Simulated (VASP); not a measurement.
Runs of VASP 6.6.1 on In. The structure is that of space group Im-3m (No. 229), or close to it. The cells are those of the table. This isn't the form of In at room conditions, which is tetragonal.

```csv
level,potentials or basis,spin,cell,k mesh,cutoff (eV),smearing,dipole correction,grid for exact exchange (PRECFOCK),share of exact exchange,screening parameter,tolerance level,gap on the mesh (eV),pressure (GPa)
HSE06,"VASP PAW PBE potentials, release 64 (In_d)",off,"a = 3.249 Å, angles 109.5°, 1 atom",5 × 5 × 5,520,fermi-dirac 0.05 eV,no,Normal,0.25,0.2079 1/Å,-,none,(a)
LDA,"VASP PAW LDA potentials, release 64 (In_d)","non-collinear, zero start, SOC","a = 3.261 Å, angles 109.5°, 1 atom",8 × 8 × 8,520,methfessel-paxton 0.05 eV,no,-,-,-,-,-,(b)
r2SCAN,"VASP PAW PBE potentials, release 64 (In_d)",off,"a = 3.304 Å, angles 109.5°, 1 atom",10 × 10 × 10,520,fermi-dirac 0.05 eV,no,-,-,-,-,none,-1.5
LDA,"VASP PAW LDA potentials, release 64 (In_d)",off,"a = 3.261 Å, angles 109.5°, 1 atom",30 × 30 × 30,480,tetrahedron 0.1 eV,-,-,-,-,standard,none,-
PBE,"VASP PAW PBE potentials, release 64 (In_d)",off,"a = 3.257, b = 3.280, c = 3.309 Å, angles 111.8, 110.2, 107.9°, 1 atom",10 × 10 × 10,520,fermi-dirac 0.05 eV,no,-,-,-,-,none,1.5
PBEsol-based screened hybrid with 25 % exact exchange,"VASP PAW PBE potentials, release 64 (In_d)",off,"a = 3.261 Å, angles 109.5°, 1 atom",5 × 5 × 5,520,fermi-dirac 0.05 eV,no,Normal,0.25,0.207 1/Å,-,none,-2.4
```

**Question.** Fill in the values left out.

**Answer.** (a) 0.0; (b) -2.9.

Caveats: some runs use coarse meshes; spin-orbit coupling is left out, which moves the levels of the heavy elements (at least some runs); the PAW data sets were made with another functional, which shifts forces and pressure a little (at least some runs); tetrahedron occupations give inexact forces and stress in metals (at least some runs).

A k mesh can miss the band edges, and rows without SOC leave out spin-orbit coupling on In.

A gap of «none» marks levels without a gap at the run's occupations.
